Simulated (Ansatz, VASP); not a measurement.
LaTe: VASP beside Ansatz

INCAR

```
PREC = Accurate
ENCUT = 520
EDIFF = 1E-6
ISMEAR = -1
SIGMA = 0.08
LREAL = False
LASPH = True
NELM = 100
ALGO = Normal
ISIF = 2
LWAVE = False
LCHARG = True
GGA = CA
LELF = True
LVHAR = True
NBANDS = 16
```

Contents of KPOINTS:

```
regular mesh
0
Gamma
  10 10 10
```

POSCAR

```
LaTe
1.0
    0.0000000000      3.2110000000      3.1788900000
    3.2110000000      0.0000000000      3.1788900000
    3.2110000000      3.2110000000      0.0000000000
La Te
1 1
Direct
    0.0000000000      0.0000000000      0.0000000000
    0.5000000000      0.5000000000      0.5000000000
```

Input for Ansatz:

```yaml
crystal:
  lattice:
    - [0.0, 3.211, 3.17889]
    - [3.211, 0.0, 3.17889]
    - [3.211, 3.211, 0.0]
  atoms:
    - { symbol: La, position: [0.0, 0.0, 0.0] }
    - { symbol: Te, position: [0.5, 0.5, 0.5] }
kpoints:
  mp_grid: { grid: [10, 10, 10] }
  band_path:
    path:
      - [0.0, 0.0, 0.0]
      - [0.0, 0.5, 0.5]
      - [0.25, 0.75, 0.5]
      - [0.0, 0.5, 0.0]
      - [0.0, 0.0, 0.0]
      - [0.5, 0.5, 0.0]
      - [0.3775380063, 0.6224619937, 0.0]
      - [-0.3775380063, 0.3775380063, 0.0]
      - [0.0, 0.0, 0.0]
    npoints: 5
scf:
  occupations: { method: fermi_dirac, width: 0.08 }
hamiltonian:
  xc: lda
  pseudopotentials: { kind: all_electron, lapw: { basis_error: 0.001 } }
output:
  forces: true
  stress: true
  eigenvalues: true
```

Change from the starting cell: zz strain of -1 %.

Alike in both runs: task single point; functional LDA; k mesh 10 × 10 × 10; occupations fermi-dirac, width 0.08 eV; no spin polarisation.

```csv
,VASP,Ansatz
version,VASP 6.6.1,Ansatz 0.2.0
potentials or method,"VASP PAW LDA potentials, release 64 (La, Te), cutoff 520 eV","all-electron LAPW, scalar-relativistic"
```

VASP gave:

* pressure (GPa): -1.5
* traceless stress, the component that is largest in VASP (GPa): 0.95

Task: Estimate Ansatz's values.

Result: Pressure (GPa): -1.6; traceless stress, the component that is largest in VASP (GPa): 0.95.

LDA's correlation is that of Perdew and Zunger in VASP and of Perdew and Wang (1992) in Ansatz. Ansatz ran all-electron here, and VASP with PAW potentials.

Neither program's run includes spin-orbit coupling.
